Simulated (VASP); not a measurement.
Write the native input for VASP 6.6.1 that does the following.

```
Task                   : single point
Functional             : PBE
Potentials or basis    : VASP PAW PBE potentials, release 64 (K_sv, Cl)
Cutoff                 : 520 eV
k mesh                 : 10 × 10 × 10
Occupations            : gaussian, width 0.05 eV
Spin                   : no spin polarisation
Dipole correction      : no
Further INCAR settings : ALGO = Normal; EDIFF = 1e-06; NBANDS = 15
```

The structure of KCl lies in POSCAR:

```
KCl
1.0
    3.8608242825      0.0000000000      0.0000000000
    0.0000000000      3.8608242825      0.0000000000
    0.0000000000      0.0000000000      3.8608242825
K Cl
1 1
Direct
    0.0000000000      0.0000000000      0.0000000000
    0.5000000000      0.5000000000      0.5000000000
```

One way to write it, as run:

INCAR

```
SYSTEM = KCl
  ALGO = Normal
  EDIFF = 1E-6
  ENCUT = 520
  GGA = PE
  ISIF = 2
  ISMEAR = 0
  LASPH = .True.
  LCHARG = .True.
  LELF = .True.
  LREAL = .False.
  LVHAR = .True.
  LWAVE = .False.
  NBANDS = 15
  NELM = 60
  PREC = Accurate
  SIGMA = 0.05
```

KPOINTS

```
k-points
0
Gamma
  10 10 10
  0 0 0
```

Potentials or basis: VASP PAW PBE potentials, release 64 (K_sv, Cl).

Run with:

```console
$ cat potpaw_PBE.64/K_sv/POTCAR potpaw_PBE.64/Cl/POTCAR > POTCAR
$ mpirun -np 1 vasp_std > vasp.out
```

It gave:

* Pressure: -0.3 GPa
* Band gap on the k mesh: 4.73 eV (least direct gap 4.93 eV)

Wall time 48 s on 1 thread of Intel Xeon 8259CL, on a shared host, peak memory 0.2 GiB.
